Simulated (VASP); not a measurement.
# ZrTi (P-6m2) in VASP: further runs, part 3 of 3

VASP 6.6.1. Earlier steps stand in the parts before.

**5. Single point, LDA**

File INCAR:

```
ALGO     = Normal         # electronic algorithm
EDIFF    = 1E-6           # SCF threshold, eV
ENCUT    = 500            # plane-wave cutoff, eV
GGA      = CA             # functional
GGA_COMPAT= F            
ISIF     = 2              # what is computed and relaxed
ISMEAR   = -1             # smearing method
LASPH    = T              # aspherical terms in the spheres
LCHARG   = T              # write CHGCAR
LELF     = T              # ELF
LREAL    = F              # projectors in reciprocal space
LVHAR    = T            
LWAVE    = F              # write WAVECAR
NBANDS   = 19             # bands
NELM     = 120            # most SCF steps
PREC     = Accurate       # precision mode
SIGMA    = 0.1            # smearing width, eV
```

File KPOINTS:

```
k-points
0
Gamma
  6 6 4
```

File POSCAR:

```
ZrTi
1.0
    3.1089940000      0.0000000000      0.0000000000
   -1.5544970000      2.6924677842      0.0000000000
    0.0000000000      0.0000000000      4.9204670000
Zr Ti
1 1
Direct
    0.0000000000      0.0000000000      0.0000000000
    0.3333333333      0.6666666667      0.5000000000
```

Potentials or basis: VASP PAW LDA potentials, release 64 (Zr_sv, Ti_sv).

On the command line:

```console
> cat potpaw_LDA.64/Zr_sv/POTCAR potpaw_LDA.64/Ti_sv/POTCAR > POTCAR
> mpirun -np 1 vasp_std > vasp.out
```

OUTCAR:

```text
EDIFF = 1E-6
   ENCUT = 500
   GGA = CA
   ISIF = 2
   ISMEAR = -1
   LASPH = T
   LREAL = F
   NELM = 120
   PREC = Accurate

 ion  position               nearest neighbor table
   1  0.000  0.000  0.000-   2 3.05   2 3.05   2 3.05   2 3.05   2 3.05   2 3.05
   2  0.333  0.667  0.500-   1 3.05   1 3.05   1 3.05   1 3.05   1 3.05   1 3.05

  LATTYP: Found a hexagonal cell.
 ALAT       =     3.1089940000
 C/A-ratio  =     1.5826556758

  Lattice vectors:

 A1 = (   3.1089940000,   0.0000000000,   0.0000000000)
 A2 = (  -1.5544970000,   2.6924677842,   0.0000000000)
 A3 = (   0.0000000000,   0.0000000000,   4.9204670000)

Analysis of symmetry for initial positions (statically):
=====================================================================
 Subroutine PRICEL returns:
 Original cell was already a primitive cell.

 Routine SETGRP: Setting up the symmetry group for a
 hexagonal supercell.

[... 156 lines left out ...]
  ext. energy  EPLUGINS =         0.00000000
  ---------------------------------------------------
  free energy    TOTEN  =       -17.63779721 eV

  energy without entropy =      -17.54810130  energy(sigma->0) =      -17.59294925

 E-fermi :   8.3007     XC(G=0): -11.4375

 val. band max:        8.2435587190   @ k =   0.1667   0.0000   0.0000
 cond. band min:       8.3175814359   @ k =   0.1667   0.0000   0.2500
 fundamental gap:      0.0740227169
 Fermi energy:         8.3006659644

 k-point     1 :       0.0000    0.0000    0.0000
  band No.  band energies     occupation
      1     -47.9721      2.00000
      2     -39.9684      2.00000
      3     -24.6634      2.00000
      4     -24.4217      2.00000
      5     -24.4217      2.00000
      6     -18.1870      2.00000
[... 439 lines left out ...]
      6     -18.3314      2.00000
[... 11 lines left out ...]
     18      12.5508      0.00000
     19      14.2092      0.00000

------------------------ aborting loop because EDIFF is reached ----------------------------------------

  FORCE on cell =-STRESS in cart. coord.  units (eV):
  Direction    XX          YY          ZZ          XY          YZ          ZX
  --------------------------------------------------------------------------------------
  -------------------------------------------------------------------------------------
  Total       -1.9295631     -1.9295631     -1.9267116      0.0000000     -0.0000000      0.0000000
  in kB      -75.0572827    -75.0572827    -74.9463640      0.0000000     -0.0000000      0.0000000
  external PRESSURE =     -75.0203098 kB  Pullay stress =       0.0000000 kB

 VOLUME and BASIS-vectors are now :
 -----------------------------------------------------------------------------
  energy-cutoff  :      500.00
  volume of cell :       41.19
      direct lattice vectors                 reciprocal lattice vectors
     3.108994000  0.000000000  0.000000000     0.321647453  0.185703243  0.000000000
    -1.554497000  2.692467784  0.000000000     0.000000000  0.371406487  0.000000000
     0.000000000  0.000000000  4.920467000     0.000000000  0.000000000  0.203232742

 POSITION                                       TOTAL-FORCE (eV/Angst)
 -----------------------------------------------------------------------------------
      0.00000      0.00000      0.00000         0.000000     -0.000000      0.000000
     -0.00000      1.79498      2.46023        -0.000000      0.000000      0.000000
 -----------------------------------------------------------------------------------
    total drift:                                0.000000     -0.000000     -0.000000

  FREE ENERGIE OF THE ION-ELECTRON SYSTEM (eV)
  ---------------------------------------------------
  free  energy   TOTEN  =       -17.6377972097 eV

  energy  without entropy=      -17.5481012993  energy(sigma->0) =      -17.59294925
```

OSZICAR:

```text
N       E                     dE             d eps       ncg     rms          rms(c)
DAV:   1     0.262980373682E+03    0.26298E+03   -0.12918E+04   798   0.140E+03
DAV:   2     0.285428696861E+01   -0.26013E+03   -0.25464E+03   847   0.413E+02
DAV:   3    -0.185011391929E+02   -0.21355E+02   -0.20927E+02  1368   0.103E+02
DAV:   4    -0.195685581096E+02   -0.10674E+01   -0.10656E+01   959   0.203E+01
DAV:   5    -0.196090886463E+02   -0.40531E-01   -0.40519E-01  1169   0.324E+00    0.150E+01
DAV:   6    -0.199803307153E+02   -0.37124E+00   -0.37337E+01   993   0.296E+01    0.113E+01
DAV:   7    -0.179122984383E+02    0.20680E+01   -0.26809E+01  1035   0.202E+01    0.541E+00
DAV:   8    -0.176368119342E+02    0.27549E+00   -0.17192E+00  1001   0.767E+00    0.117E+00
DAV:   9    -0.176388992510E+02   -0.20873E-02   -0.12636E-01   971   0.214E+00    0.581E-01
DAV:  10    -0.176379621923E+02    0.93706E-03   -0.17481E-02  1012   0.101E+00    0.174E-01
DAV:  11    -0.176379121794E+02    0.50013E-04   -0.46586E-03  1052   0.433E-01    0.980E-02
DAV:  12    -0.176378226354E+02    0.89544E-04   -0.85155E-04  1065   0.129E-01    0.553E-02
DAV:  13    -0.176377960028E+02    0.26633E-04   -0.10336E-04   889   0.716E-02    0.132E-02
DAV:  14    -0.176377973583E+02   -0.13554E-05   -0.74583E-06   928   0.201E-02    0.567E-03
DAV:  15    -0.176377972097E+02    0.14854E-06   -0.72472E-07   502   0.477E-03
   1 F= -.17637797E+02 E0= -.17592949E+02  d E =-.896959E-01
```

It took 13 s on 1 thread of Intel Xeon Platinum 8375C at 2.90GHz (Ice Lake), shared host; peak memory 0.14 GiB.

Results:

* Free energy: -17.6378 eV
* Pressure: -7.5 GPa
* Band gap on the k mesh: zero (bands 12 and 13 overlap by 0.85 eV)

Caveat: the k points lie up to 0.39 Å⁻¹ apart, too coarse for converged energies and pressures of a metal.

**6. Single point, LDA**

File INCAR:

```
  PREC = Accurate
  ENCUT = 500
  EDIFF = 1E-6
  ISMEAR = -1
  SIGMA = 0.1
  LREAL = F
  LASPH = T
  NELM = 120
  ALGO = Normal
  ISIF = 2
  LWAVE = F
  LCHARG = F
  NBANDS = 19
  GGA_COMPAT = F
```

File KPOINTS:

```
regular mesh
0
Gamma
  8 8 4
```

POSCAR is that of step 5.

Potentials or basis: VASP PAW LDA potentials, release 64 (Zr_sv, Ti_sv).

On the command line:

```console
> cat potpaw_LDA.64/Zr_sv/POTCAR potpaw_LDA.64/Ti_sv/POTCAR > POTCAR
> mpirun -np 1 vasp_std > vasp.out
```

OUTCAR:

```text
PREC = Accurate
   ENCUT = 500
   EDIFF = 1E-6
   ISMEAR = -1
   LREAL = F
   LASPH = T
   NELM = 120
   ISIF = 2

 ion  position               nearest neighbor table
   1  0.000  0.000  0.000-   2 3.05   2 3.05   2 3.05   2 3.05   2 3.05   2 3.05
   2  0.333  0.667  0.500-   1 3.05   1 3.05   1 3.05   1 3.05   1 3.05   1 3.05

  LATTYP: Found a hexagonal cell.
 ALAT       =     3.1089940000
 C/A-ratio  =     1.5826556758

  Lattice vectors:

 A1 = (   3.1089940000,   0.0000000000,   0.0000000000)
[... 714 lines left out ...]
------------------------ aborting loop because EDIFF is reached ----------------------------------------

  FORCE on cell =-STRESS in cart. coord.  units (eV):
  Direction    XX          YY          ZZ          XY          YZ          ZX
  --------------------------------------------------------------------------------------
  -------------------------------------------------------------------------------------
  Total       -1.8851390     -1.8851390     -2.0135701      0.0000000      0.0000000      0.0000000
  in kB      -73.3292497    -73.3292497    -78.3250360      0.0000000      0.0000000      0.0000000
  external PRESSURE =     -74.9945118 kB  Pullay stress =       0.0000000 kB

 VOLUME and BASIS-vectors are now :
 -----------------------------------------------------------------------------
  energy-cutoff  :      500.00
  volume of cell :       41.19
      direct lattice vectors                 reciprocal lattice vectors
     3.108994000  0.000000000  0.000000000     0.321647453  0.185703243  0.000000000
    -1.554497000  2.692467784  0.000000000     0.000000000  0.371406487  0.000000000
     0.000000000  0.000000000  4.920467000     0.000000000  0.000000000  0.203232742

 POSITION                                       TOTAL-FORCE (eV/Angst)
 -----------------------------------------------------------------------------------
      0.00000      0.00000      0.00000        -0.000000      0.000000      0.000000
     -0.00000      1.79498      2.46023         0.000000     -0.000000      0.000000
 -----------------------------------------------------------------------------------
    total drift:                                0.000000     -0.000000     -0.000000

  FREE ENERGIE OF THE ION-ELECTRON SYSTEM (eV)
  ---------------------------------------------------
  free  energy   TOTEN  =       -17.6462209073 eV

  energy  without entropy=      -17.5726166825  energy(sigma->0) =      -17.60941879
```

OSZICAR:

```text
N       E                     dE             d eps       ncg     rms          rms(c)
DAV:   1     0.262902586417E+03    0.26290E+03   -0.12588E+04  1140   0.138E+03
DAV:   2     0.326780134136E+01   -0.25963E+03   -0.25371E+03  1190   0.410E+02
DAV:   3    -0.187321766719E+02   -0.22000E+02   -0.21434E+02  2093   0.102E+02
DAV:   4    -0.195966023098E+02   -0.86443E+00   -0.86121E+00  1353   0.190E+01
DAV:   5    -0.196328890980E+02   -0.36287E-01   -0.36275E-01  1740   0.301E+00    0.151E+01
DAV:   6    -0.201119315378E+02   -0.47904E+00   -0.39106E+01  1379   0.299E+01    0.115E+01
DAV:   7    -0.179220653057E+02    0.21899E+01   -0.27246E+01  1476   0.204E+01    0.547E+00
DAV:   8    -0.176458073058E+02    0.27626E+00   -0.17776E+00  1397   0.781E+00    0.116E+00
DAV:   9    -0.176473663678E+02   -0.15591E-02   -0.14916E-01  1432   0.219E+00    0.585E-01
DAV:  10    -0.176464777751E+02    0.88859E-03   -0.18010E-02  1441   0.102E+00    0.190E-01
DAV:  11    -0.176463603696E+02    0.11741E-03   -0.60233E-03  1483   0.469E-01    0.104E-01
DAV:  12    -0.176462496379E+02    0.11073E-03   -0.10312E-03  1534   0.140E-01    0.586E-02
DAV:  13    -0.176462203101E+02    0.29328E-04   -0.11429E-04  1286   0.756E-02    0.126E-02
DAV:  14    -0.176462209073E+02   -0.59715E-06   -0.91506E-06  1436   0.199E-02
   1 F= -.17646221E+02 E0= -.17609419E+02  d E =-.736042E-01
```

Wall time 16 s (1 thread of Intel Xeon Platinum 8375C at 2.90GHz (Ice Lake), shared host); peak memory 0.15 GiB.

Results:

```yaml
Free_energy: -17.6462 eV
Pressure: -7.5 GPa
Band_gap_on_the_k_mesh: zero (bands 12 and 13 overlap by 0.94 eV)
```

Stress tensor (GPa, compression positive):
```
-7.33  0.00  0.00
 0.00 -7.33  0.00
 0.00  0.00 -7.83
```

Levels at points of the mesh, in eV from the Fermi level:
| k point | band 9 | band 10 | band 11 | band 12 | band 13 | band 14 | band 15 | band 16 |
| --- | --- | --- | --- | --- | --- | --- | --- | --- |
| (0.00, 0.00, 0.00) | -5.76 | -2.81 | 0.72 | 0.72 | 0.90 | 1.15 | 1.46 | 1.46 |
| (0.50, 0.00, 0.00) | -2.69 | -2.00 | -1.97 | -0.36 | 0.43 | 0.68 | 1.25 | 2.81 |
| (0.00, 0.00, 0.50) | -4.10 | -3.86 | 0.06 | 0.13 | 0.62 | 0.62 | 0.69 | 0.69 |
| (0.50, 0.00, 0.50) | -2.80 | -2.65 | -0.92 | -0.72 | 1.10 | 1.38 | 2.07 | 2.46 |

Caveat: the cell stands under tension.

**7. The runs side by side**

| k mesh | gap on the mesh (eV) | pressure (GPa) |
| --- | --- | --- |
| 3 × 3 × 2 | none | -9.0 |
| 4 × 4 × 3 | none | -6.8 |
| 5 × 5 × 3 | none | -7.2 |
| 6 × 6 × 4 | none | -7.5 |
| 8 × 8 × 4 | none | -7.5 |

Alike in all rows: task single point; level LDA; potentials or basis VASP PAW LDA potentials, release 64 (Zr_sv, Ti_sv); no spin polarisation; cell as given; cutoff (eV) 500; smearing fermi-dirac 0.1 eV.

Caveats: some runs use coarse meshes; the cell stands under tension (at least some runs).

Total energies depend on the potentials used, so only differences within one code and one set of settings carry meaning.
